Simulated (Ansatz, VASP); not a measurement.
# Be in VASP and in Ansatz

```xyz
2
Lattice="2.2544 0.0000 0.0000 -1.1272 1.9524 0.0000 0.0000 0.0000 3.5358" Properties=species:S:1:pos:R:3 pbc="T T T"
Be    1.1272    0.6508    2.6518
Be    0.0000    1.3016    0.8839
```

Change from the starting cell: volume scaled by 0.96.

Alike in both runs: task single point; functional LDA; k mesh 13 × 13 × 8; occupations fermi-dirac, width 0.05 eV; no spin polarisation.

|  | VASP | Ansatz |
| --- | --- | --- |
| version | VASP 6.6.1 | Ansatz 0.2.0 |
| potentials or method | VASP PAW LDA potentials, release 64 (Be), cutoff 520 eV | all-electron LAPW, scalar-relativistic |

```tsv
	VASP	Ansatz	Ansatz less VASP
gap on the k mesh at the Fermi level (eV)	none	none	-
pressure (GPa)	-3.3	-3.8	-0.50
traceless stress, the component that is largest in VASP (GPa)	-0.31	-0.32	-0.012
```

LDA's correlation is that of Perdew and Zunger in VASP and of Perdew and Wang (1992) in Ansatz. A gap of «none» marks a metal or a gap that the smearing closes. Ansatz ran all-electron here, and VASP with PAW potentials.
